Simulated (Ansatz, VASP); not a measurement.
**Ti: VASP beside Ansatz**

```
Ti
1.0
     2.95000    0.00000    0.00000
    -1.47500    2.55477    0.00000
     0.00000    0.00000    4.59228
Ti
2
Direct
  0.33333 0.66667 0.25000
  0.66667 0.33333 0.75000
```

Change from the starting cell: strain -0.0200 x Voigt [0, 0, 1, 0, 0, 0], atoms carried along.

Alike in both runs: task single point; functional LDA; k mesh 18 × 18 × 10; occupations gaussian, width 0.15 eV; no spin polarisation.

```csv
,VASP,Ansatz
version,VASP 6.6.1,Ansatz 0.2.0
potentials or method,"VASP PAW LDA potentials, release 64 (Ti_sv), cutoff 520 eV","scalar-relativistic, plane waves, PAW"
valence electrons in the cell,24,24
```

Ansatz gave:

- gap on the k mesh at the Fermi level (eV): none
- pressure (GPa): -8.0
- traceless stress, the component that is largest in VASP (GPa): 0.93

Question: Estimate VASP's values.

Answer: gap on the k mesh at the Fermi level (eV): none; pressure (GPa): -8.1; traceless stress, the component that is largest in VASP (GPa): 0.93.

LDA's correlation is that of Perdew and Zunger in VASP and of Perdew and Wang (1992) in Ansatz. A gap of «none» marks a metal or a gap that the smearing closes.
